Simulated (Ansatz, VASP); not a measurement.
# One calculation of SiW, two programs

File INCAR:

```
PREC = Accurate
ENCUT = 520
EDIFF = 1E-8
ISMEAR = -1
SIGMA = 0.05
LREAL = False
LASPH = True
NELM = 100
ALGO = Normal
ISIF = 2
LWAVE = False
LCHARG = False
GGA = PE
LEFG = True
NBANDS = 16
```

KPOINTS

```
regular mesh
0
Gamma
  7 7 7
```

File POSCAR:

```
SiW
1.0
    0.0000000000      2.5128451315      2.5128451315
    2.5128451315      0.0000000000      2.5128451315
    2.5128451315      2.5128451315      0.0000000000
W Si
1 1
Direct
    0.0000000000      0.0000000000      0.0000000000
    0.5000000000      0.5000000000      0.5000000000
```

Input for Ansatz:

```yaml
crystal:
  lattice:
    - [0.0, 2.5128451315, 2.5128451315]
    - [2.5128451315, 0.0, 2.5128451315]
    - [2.5128451315, 2.5128451315, 0.0]
  atoms:
    - { symbol: W, position: [0.0, 0.0, 0.0] }
    - { symbol: Si, position: [0.5, 0.5, 0.5] }
kpoints:
  mp_grid: { grid: [7, 7, 7] }
scf:
  occupations: { method: fermi_dirac, width: 0.05 }
hamiltonian:
  xc: pbe
  pseudopotentials: { kind: paw }
output:
  forces: true
  stress: true
  eigenvalues: true
  efg: { contact_densities: true }
```

Alike in both runs: task electric field gradients; functional PBE; k mesh 7 × 7 × 7; occupations fermi-dirac, width 0.05 eV; no spin polarisation.

|  | VASP | Ansatz |
| --- | --- | --- |
| version | VASP 6.6.1 | Ansatz 0.2.0 |
| potentials or method | VASP PAW PBE potentials, release 64 (W_sv, Si) | PAW with Ansatz's default frozen-core files, scalar-relativistic |
| plane-wave cutoff (eV) | 520 | 420 |
| valence electrons in the cell | 18 | 18 |

```csv
,VASP,Ansatz,Ansatz less VASP
pressure (GPa),0.0,-0.1,-0.10
```

With one functional, cell and mesh, what is left measures potentials, basis and numerics.

Neither program's run includes spin-orbit coupling.
